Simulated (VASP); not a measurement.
A run of VASP 6.6.1:

INCAR

```
PREC = Accurate
ENCUT = 520
EDIFF = 1E-6
ISMEAR = -1
SIGMA = 0.03
LREAL = False
LASPH = True
NELM = 60
ALGO = Normal
ISIF = 2
LWAVE = False
LCHARG = True
GGA = PE
LELF = True
LVHAR = True
NBANDS = 11
```

File KPOINTS:

```
regular mesh
0
Gamma
  4 4 4
```

POSCAR

```
BP
1.0
    0.0000000000      2.2690000000      2.2690000000
    2.2690000000      0.0000000000      2.2690000000
    2.2690000000      2.2690000000      0.0000000000
P B
1 1
Direct
    0.7500000000      0.7500000000      0.7500000000
    0.0000000000      0.0000000000      0.0000000000
```

Potentials or basis: VASP PAW PBE potentials, release 64 (P, B).

The run is started by

```bash
$ cat potpaw_PBE.64/P/POTCAR potpaw_PBE.64/B/POTCAR > POTCAR
$ mpirun -np 1 vasp_std > vasp.out
```

Hardware: 1 thread of Intel Xeon 6975P-C, with other jobs on the host.

Estimate the wall time of this run.

Wall time 6.3 s on 1 thread of Intel Xeon 6975P-C (shared host), peak memory 0.13 GiB. Counts: scf iterations 13, k points 8.
